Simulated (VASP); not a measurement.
# SnTe (Pm-3m) in VASP: further runs

Runs on SnTe. Level: PBE. Tasks: single point.

Everything below comes from runs of VASP 6.6.1. Logs are shortened: lines on timing, memory, paths and dates and some standing lists are left out, and cuts for length are marked.

### Step 1. The cell of the first run

It takes space group Pm-3m (No. 221, cubic). The conventional cell has a = 3.905 Å, b = 3.905 Å, c = 3.905 Å, α = 90.00°, β = 90.00°, γ = 90.00°. Within 4.4 Å of Te (site symmetry m-3m) lie 8 Sn at 3.38 Å and 6 Te at 3.90 Å. Sn (site symmetry m-3m) has 8 Te at 3.38 Å and 6 Sn at 3.90 Å within 4.4 Å.

### Step 2. Single point, PBE

INCAR

```
ALGO     = Normal         # electronic algorithm
EDIFF    = 1E-6           # SCF threshold, eV
ENCUT    = 520            # plane-wave cutoff, eV
GGA      = PE             # functional
ISIF     = 2              # what is computed and relaxed
ISMEAR   = 0              # smearing method
LASPH    = True           # aspherical terms in the spheres
LCHARG   = True           # write CHGCAR
LELF     = True           # ELF
LREAL    = False          # projectors in reciprocal space
LVHAR    = True         
LWAVE    = False          # write WAVECAR
NBANDS   = 17             # bands
NELM     = 80             # most SCF steps
PREC     = Accurate       # precision mode
SIGMA    = 0.022          # smearing width, eV
```

KPOINTS

```
k-points
0
Gamma
  7 7 7
```

POSCAR

```
SnTe
1.0
    3.9047000000      0.0000000000      0.0000000000
    0.0000000000      3.9047000000      0.0000000000
    0.0000000000      0.0000000000      3.9047000000
Te Sn
1 1
Direct
    0.5000000000      0.5000000000      0.5000000000
    0.0000000000      0.0000000000      0.0000000000
```

Potentials or basis: VASP PAW PBE potentials, release 64 (Te, Sn_d).

Command:

```
$ cat potpaw_PBE.64/Te/POTCAR potpaw_PBE.64/Sn_d/POTCAR > POTCAR
$ mpirun -np 1 vasp_std > vasp.out
```

OUTCAR:

```text
EDIFF = 1E-6
   ENCUT = 520
   GGA = PE
   ISIF = 2
   ISMEAR = 0
   LASPH = True
   LREAL = False
   NELM = 80
   PREC = Accurate

 ion  position               nearest neighbor table
   1  0.500  0.500  0.500-   2 3.38   2 3.38   2 3.38   2 3.38   2 3.38   2 3.38   2 3.38   2 3.38

   2  0.000  0.000  0.000-   1 3.38   1 3.38   1 3.38   1 3.38   1 3.38   1 3.38   1 3.38   1 3.38

  LATTYP: Found a simple cubic cell.
 ALAT       =     3.9047000000

  Lattice vectors:

 A1 = (   3.9047000000,   0.0000000000,   0.0000000000)
 A2 = (   0.0000000000,   3.9047000000,   0.0000000000)
 A3 = (   0.0000000000,   0.0000000000,   3.9047000000)

Analysis of symmetry for initial positions (statically):
=====================================================================
 Subroutine PRICEL returns:
 Original cell was already a primitive cell.

 Routine SETGRP: Setting up the symmetry group for a
 simple cubic supercell.

 Subroutine GETGRP returns: Found 48 space group operations
 (whereof 48 operations were pure point group operations)
 out of a pool of 48 trial point group operations.

The static configuration has the point symmetry O_h .

Analysis of symmetry for dynamics (positions and initial velocities):
=====================================================================
 Subroutine PRICEL returns:
 Original cell was already a primitive cell.

 Routine SETGRP: Setting up the symmetry group for a
 simple cubic supercell.

 Subroutine GETGRP returns: Found 48 space group operations
 (whereof 48 operations were pure point group operations)
 out of a pool of 48 trial point group operations.

The dynamic configuration has the point symmetry O_h .

 Subroutine INISYM returns: Found 48 space group operations
 (whereof 48 operations are pure point group operations),
 and found     1 'primitive' translations

----------------------------------------------------------------------------------------

                                     Primitive cell

  volume of cell :      59.5337

  direct lattice vectors                    reciprocal lattice vectors
     3.904700000  0.000000000  0.000000000     0.256101621  0.000000000  0.000000000
     0.000000000  3.904700000  0.000000000     0.000000000  0.256101621  0.000000000
     0.000000000  0.000000000  3.904700000     0.000000000  0.000000000  0.256101621

  length of vectors
     3.904700000  3.904700000  3.904700000     0.256101621  0.256101621  0.256101621

  position of ions in fractional coordinates (direct lattice)
     0.500000000  0.500000000  0.500000000
     0.000000000  0.000000000  0.000000000

  ion indices of the primitive-cell ions
   primitive index   ion index
                 1           1
                 2           2

----------------------------------------------------------------------------------------

 KPOINTS: k-points

Automatic generation of k-mesh.
 Grid dimensions read from file:
 generate k-points for:    7    7    7

 Generating k-lattice:

  Cartesian coordinates                     Fractional coordinates (reciprocal lattice)
     0.036585946  0.000000000  0.000000000     0.142857143  0.000000000  0.000000000
     0.000000000  0.036585946  0.000000000     0.000000000  0.142857143  0.000000000
     0.000000000  0.000000000  0.036585946     0.000000000  0.000000000  0.142857143

  Length of vectors
     0.036585946  0.036585946  0.036585946

  Shift w.r.t. Gamma in fractional coordinates (k-lattice)
     0.000000000  0.000000000  0.000000000

 Subroutine IBZKPT returns following result:
 ===========================================

 Found     20 irreducible k-points:

 Following reciprocal coordinates:
            Coordinates               Weight
  0.000000  0.000000  0.000000      1.000000
  0.142857  0.000000  0.000000      6.000000
  0.285714  0.000000  0.000000      6.000000
  0.428571  0.000000  0.000000      6.000000
  0.142857  0.142857  0.000000     12.000000
  0.285714  0.142857  0.000000     24.000000
[... 12 lines left out ...]
  0.428571  0.428571  0.285714     24.000000
  0.428571  0.428571  0.428571      8.000000
   k-points           NKPTS =     20   k-points in BZ     NKDIM =     20   number of bands    NBANDS=     17
   number of dos      NEDOS =    301   number of ions     NIONS =      2
   total plane-waves  NPLWV =  27000
   dimension x,y,z NGX =    30 NGY =   30 NGZ =   30
   dimension x,y,z NGXF=    60 NGYF=   60 NGZF=   60
   ions per type =               1   1
   NGX,Y,Z   is equivalent  to a cutoff of  12.77, 12.77, 12.77 a.u.
   NGXF,Y,Z  is equivalent  to a cutoff of  25.55, 25.55, 25.55 a.u.
 SYSTEM =  unknown system
   PREC   = accura    normal or accurate (medium, high low for compatibility)
   ISTART =      0    job   : 0-new  1-cont  2-samecut
   ICHARG =      2    charge: 1-file 2-atom 10-const
   ISPIN  =      1    spin polarized calculation?
   LNONCOLLINEAR =      F non collinear calculations
   LSORBIT =      F    spin-orbit coupling
   LASPH  =      T    aspherical Exc in radial PAW
   ENCUT  =  520.0 eV  38.22 Ry    6.18 a.u.   7.26  7.26  7.26*2*pi/ulx,y,z
   NELM   =     80;   NELMIN=  2; NELMDL= -5     # of ELM steps
   EDIFF  = 0.1E-05   stopping-criterion for ELM
   LREAL  =      F    real-space projection
   EDIFFG = 0.1E-04   stopping-criterion for IOM
   NSW    =      0    number of steps for IOM
   IBRION =     -1    ionic relax: 0-MD 1-quasi-New 2-CG
   NFREE  =      0    steps in history (QN), initial steepest desc. (CG)
   ISIF   =      2    stress and relaxation
   ISYM   =      2    0-nonsym 1-usesym 2-fastsym
   POTIM  = 0.5000    time-step for ionic-motion
   TEBEG  =    0.0;   TEEND  =   0.0 temperature during run
   PSTRESS=    0.0 pullay stress
   NELECT =      20.0000    total number of electrons
   NUPDOWN=      -1.0000    fix difference up-down
   EMIN   =  10.00;   EMAX   =-10.00  energy-range for DOS
   EFERMI =   0.00;   METHOD = LEGACY
   ISMEAR =     0;   SIGMA  =   0.02  broadening in eV -4-tet -1-fermi 0-gaus
   EFERMI_NEDOS =   21; number of points for ismear=-14 and -15
   IALGO  =     38    algorithm
   IMIX   =      4    mixing-type and parameters
     AMIX     =   0.40;   BMIX     =  1.00
     AMIX_MAG =   1.60;   BMIX_MAG =  1.00
  volume/ion in A,a.u.               =      29.77       200.88
  Fermi-wavevector in a.u.,A,eV,Ry     =   1.138057  2.150615 17.621893  1.295173
  Thomas-Fermi vector in A             =   2.274761
   LORBIT       =      0    0 simple, 1 ext, 2 COOP (PROOUT), +10 PAW based schemes
   GGA     = PE    functional components
   LHFCALC =     F    Hartree Fock is set to
   AEXX    =    0.0000 exact exchange contribution
   IVDW    =     0    specifies the selected vdW correction
   LEPSILON=     F    determine dielectric tensor
   LRPA    =     F    only Hartree local field effects (RPA)
 non-spin polarized calculation
 Gauss-broadening in eV      SIGMA  =   0.02
  energy-cutoff  :      520.00
  volume of cell :       59.53
 maximum number of plane-waves:      1614
 NGX is ok and might be reduce to    30
   NGX = 15   NGY = 15   NGZ = 15

 number of electron      19.9999983 magnetization

 Free energy of the ion-electron system (eV)
  ---------------------------------------------------
  ext. energy  EPLUGINS =         0.00000000
  ---------------------------------------------------
  free energy    TOTEN  =        -7.06813676 eV

  energy without entropy =       -7.06680829  energy(sigma->0) =       -7.06747253

 E-fermi :   6.9667     XC(G=0):  -9.8824

 val. band max:        6.9509732404   @ k =   0.4286   0.2857   0.2857
 cond. band min:       6.9737063258   @ k =   0.4286   0.2857   0.0000
 fundamental gap:      0.0227330854
 Fermi energy:         6.9666734348

 k-point     1 :       0.0000    0.0000    0.0000
  band No.  band energies     occupation
      1     -14.5322      2.00000
      2     -14.5322      2.00000
      3     -14.4955      2.00000
      4     -14.4955      2.00000
      5     -14.4955      2.00000
      6      -5.3051      2.00000
[... 9 lines left out ...]
     16      17.8966      0.00000
     17      17.8966      0.00000

 k-point     2 :       0.1429    0.0000    0.0000
  band No.  band energies     occupation
      1     -14.5320      2.00000
      2     -14.5261      2.00000
      3     -14.4976      2.00000
      4     -14.4976      2.00000
      5     -14.4954      2.00000
      6      -5.1488      2.00000
[... 9 lines left out ...]
     16      17.1327      0.00000
     17      17.4524      0.00000

 k-point     3 :       0.2857    0.0000    0.0000
  band No.  band energies     occupation
      1     -14.5314      2.00000
      2     -14.5124      2.00000
      3     -14.5021      2.00000
      4     -14.5021      2.00000
      5     -14.4951      2.00000
      6      -4.7212      2.00000
[... 9 lines left out ...]
     16      15.1770      0.00000
     17      17.6867      0.00000

 k-point     4 :       0.4286    0.0000    0.0000
  band No.  band energies     occupation
      1     -14.5310      2.00000
      2     -14.5057      2.00000
      3     -14.5057      2.00000
      4     -14.5014      2.00000
      5     -14.4949      2.00000
      6      -4.2340      2.00000
[... 9 lines left out ...]
     16      17.7143      0.00000
     17      18.6206      0.00000

 k-point     5 :       0.1429    0.1429    0.0000
  band No.  band energies     occupation
      1     -14.5288      2.00000
      2     -14.5229      2.00000
      3     -14.4998      2.00000
      4     -14.4976      2.00000
      5     -14.4972      2.00000
      6      -4.9950      2.00000
[... 9 lines left out ...]
     16      16.1227      0.00000
     17      16.3843      0.00000

 k-point     6 :       0.2857    0.1429    0.0000
  band No.  band energies     occupation
      1     -14.5272      2.00000
      2     -14.5102      2.00000
      3     -14.5047      2.00000
      4     -14.5018      2.00000
      5     -14.4970      2.00000
      6      -4.5769      2.00000
[... 9 lines left out ...]
     16      15.4333      0.00000
     17      16.1160      0.00000

 k-point     7 :       0.4286    0.1429    0.0000
  band No.  band energies     occupation
      1     -14.5266      2.00000
      2     -14.5086      2.00000
      3     -14.5053      2.00000
      4     -14.4993      2.00000
      5     -14.4966      2.00000
      6      -4.1078      2.00000
[... 9 lines left out ...]
     16      16.6757      0.00000
     17      17.2190      0.00000

 k-point     8 :       0.2857    0.2857    0.0000
  band No.  band energies     occupation
      1     -14.5213      2.00000
      2     -14.5104      2.00000
      3     -14.5016      2.00000
      4     -14.5015      2.00000
      5     -14.5009      2.00000
      6      -4.1930      2.00000
[... 9 lines left out ...]
     16      15.0767      0.00000
     17      15.8288      0.00000
[... 123 lines left out ...]
      1     -14.5145      2.00000
      2     -14.5131      2.00000
      3     -14.5071      2.00000
      4     -14.5029      2.00000
      5     -14.4917      2.00000
      6      -3.6765      2.00000
[... 9 lines left out ...]
     16      15.7356      0.00000
     17      17.0231      0.00000

 k-point    16 :       0.4286    0.4286    0.1429
  band No.  band energies     occupation
      1     -14.5195      2.00000
      2     -14.5091      2.00000
      3     -14.5064      2.00000
      4     -14.5063      2.00000
      5     -14.4840      2.00000
      6      -3.3753      2.00000
[... 9 lines left out ...]
     16      15.8805      0.00000
     17      16.8778      0.00000

 k-point    17 :       0.2857    0.2857    0.2857
  band No.  band energies     occupation
      1     -14.5098      2.00000
      2     -14.5084      2.00000
      3     -14.5084      2.00000
      4     -14.5009      2.00000
      5     -14.5009      2.00000
      6      -3.7354      2.00000
[... 9 lines left out ...]
     16      16.1361      0.00000
     17      18.0870      0.00000

 k-point    18 :       0.4286    0.2857    0.2857
  band No.  band energies     occupation
      1     -14.5137      2.00000
      2     -14.5124      2.00000
      3     -14.5079      2.00000
      4     -14.5006      2.00000
      5     -14.4897      2.00000
      6      -3.4055      2.00000
[... 9 lines left out ...]
     16      16.7954      0.00000
     17      18.7539      0.00000

 k-point    19 :       0.4286    0.4286    0.2857
  band No.  band energies     occupation
      1     -14.5178      2.00000
      2     -14.5120      2.00000
      3     -14.5118      2.00000
      4     -14.4949      2.00000
      5     -14.4837      2.00000
      6      -3.1497      2.00000
[... 9 lines left out ...]
     16      18.2000      0.00000
     17      19.4350      0.00000

 k-point    20 :       0.4286    0.4286    0.4286
  band No.  band energies     occupation
      1     -14.5166      2.00000
      2     -14.5163      2.00000
      3     -14.5163      2.00000
      4     -14.4835      2.00000
      5     -14.4835      2.00000
      6      -2.9430      2.00000
[... 9 lines left out ...]
     16      19.7985      0.00000
     17      21.6475      0.00000

------------------------ aborting loop because EDIFF is reached ----------------------------------------

  FORCE on cell =-STRESS in cart. coord.  units (eV):
  Direction    XX          YY          ZZ          XY          YZ          ZX
  --------------------------------------------------------------------------------------
  -------------------------------------------------------------------------------------
  Total       -0.4220410     -0.4220410     -0.4220410      0.0000000     -0.0000000      0.0000000
  in kB      -11.3580100    -11.3580100    -11.3580100      0.0000000     -0.0000000      0.0000000
  external PRESSURE =     -11.3580100 kB  Pullay stress =       0.0000000 kB

 VOLUME and BASIS-vectors are now :
 -----------------------------------------------------------------------------
  energy-cutoff  :      520.00
  volume of cell :       59.53
      direct lattice vectors                 reciprocal lattice vectors
     3.904700000  0.000000000  0.000000000     0.256101621  0.000000000  0.000000000
     0.000000000  3.904700000  0.000000000     0.000000000  0.256101621  0.000000000
     0.000000000  0.000000000  3.904700000     0.000000000  0.000000000  0.256101621

 POSITION                                       TOTAL-FORCE (eV/Angst)
 -----------------------------------------------------------------------------------
      1.95235      1.95235      1.95235         0.000000      0.000000      0.000000
      0.00000      0.00000      0.00000         0.000000      0.000000      0.000000
 -----------------------------------------------------------------------------------
    total drift:                                0.000000     -0.000000     -0.000000

  FREE ENERGIE OF THE ION-ELECTRON SYSTEM (eV)
  ---------------------------------------------------
  free  energy   TOTEN  =        -7.0681367597 eV

  energy  without entropy=       -7.0668082922  energy(sigma->0) =       -7.06747253
```

Wall time 26 s (1 thread of Intel Xeon Platinum 8259CL at 2.50GHz (Skylake/Cascade Lake), shared host); peak memory 0.17 GiB.

Results:

```
Free energy            : -7.0681 eV
Pressure               : -1.1 GPa
Band gap on the k mesh : zero (band 10 reaches 7.21 eV, above the bottom of band 11 at 6.18 eV)
```

Levels at points of the mesh, in eV from the Fermi level:
```
           k point  band 6  band 7  band 8  band 9  band 10  band 11  band 12  band 13  band 14  band 15
(0.00, 0.00, 0.00)  -12.27   -5.24   -1.67   -1.67    -1.67     3.66     3.66     5.42     5.42     5.42
```

Caveat: spin-orbit coupling is left out, which moves the levels of the heavy elements.

[end of part 1 of 2]
